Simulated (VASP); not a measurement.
Input of a VASP 6.6.1 run:

File INCAR:

```
  ALGO = Normal
  EDIFF = 1E-6
  ENCUT = 500
  GGA = PE
  GGA_COMPAT = F
  ISIF = 2
  ISMEAR = 0
  KPAR = 4
  LASPH = T
  LCHARG = F
  LMAXMIX = 4
  LORBIT = 11
  LORBMOM = T
  LREAL = F
  LSORBIT = T
  LWAVE = F
  MAGMOM = 0 0 0 0 0 0 0 0 0 0 0 0 0 0 0 0 0 0
  NBANDS = 52
  NELM = 200
  PREC = Accurate
  SIGMA = 0.05
```

KPOINTS

```
k-points
0
Gamma
  8 8 8
```

The input POSCAR:

```
HfSi2
1.0
    1.8305822397     -7.2700961312      0.0000000000
    1.8305822397      7.2700961312      0.0000000000
    0.0000000000      0.0000000000      3.6592604413
Hf Si
2 4
Direct
    0.6052735625      0.3947264375      0.2500000000
    0.3947264375      0.6052735625      0.7500000000
    0.9457229409      0.0542770591      0.2500000000
    0.0542770591      0.9457229409      0.7500000000
    0.2501556423      0.7498443577      0.2500000000
    0.7498443577      0.2501556423      0.7500000000
```

Potentials or basis: VASP PAW PBE potentials, release 64 (Hf_pv, Si).

The run is started by

```sh
$ cat potpaw_PBE.64/Hf_pv/POTCAR potpaw_PBE.64/Si/POTCAR > POTCAR
$ mpirun -np 4 vasp_ncl > vasp.out
```

Estimate the pressure.

1.2 GPa.

Predict the largest force.

0.011 eV/Å.

What does it give for the net moment?

0.00 μB per cell.

Moments on the atoms (μB; x, y, z):
```
Hf  0.00 0.00 0.00
Hf  0.00 0.00 0.00
Si  0.00 0.00 0.00
Si  0.00 0.00 0.00
Si  0.00 0.00 0.00
Si  0.00 0.00 0.00
```
